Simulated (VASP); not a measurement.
BaHfO3, 5 atoms in the cell. It takes space group P4/mmm (No. 123, tetragonal). Conventional cell: a = 4.177 Å, b = 4.177 Å, c = 4.135 Å, α = 90.00°, β = 90.00°, γ = 90.00°. Ba (site symmetry 4/mmm) has 12 O at 2.94 to 2.95 Å and 8 Hf at 3.61 Å within 3.9 Å. Within 2.7 Å of Hf (site symmetry 4/mmm) lie 6 O at 2.07 to 2.09 Å. Within 2.7 Å of O (site symmetry 4/mmm) lie 2 Hf at 2.07 Å. Within 2.8 Å of O (site symmetry mmm) lie 2 Hf at 2.09 Å.  This cell differs from its parent crystal: uniaxial z strain -1.0%.

* Program: VASP 6.6.1
* Task: single point
* Functional: r2SCAN
* Potentials or basis: VASP PAW PBE potentials, release 64 (Ba_sv, Hf_pv, O)
* Cutoff: 520 eV
* k mesh: 6 × 6 × 6
* Occupations: gaussian, width 0.01 eV
* Spin: non-collinear spin, zero start, spin-orbit coupling
* Starting moments: [[0.0, 0.0, 0.0], [0.0, 0.0, 0.0], [0.0, 0.0, 0.0], [0.0, 0.0, 0.0], [0.0, 0.0, 0.0]] μB
* Dipole correction: no
* Further INCAR settings: ALGO = Normal; EDIFF = 1e-07; NBANDS = 53

Potentials or basis: VASP PAW PBE potentials, release 64 (Ba_sv, Hf_pv, O).

Launch:

```console
$ cat potpaw_PBE.64/Ba_sv/POTCAR potpaw_PBE.64/Hf_pv/POTCAR potpaw_PBE.64/O/POTCAR > POTCAR
$ cp INCAR.step1 INCAR
$ mpirun -np 1 vasp_ncl > vasp.out
$ cp INCAR.step2 INCAR
$ mpirun -np 1 vasp_ncl > vasp.out
```

Hardware: 1 thread of Oxide Virtual Turin-like Processor, with other jobs on the host.

Task: Estimate the wall time of this run.

Result: Run time: 28 min on 1 thread of Oxide Virtual Turin-like Processor (shared host), peak memory 0.48 GiB. Counts: k points 40.
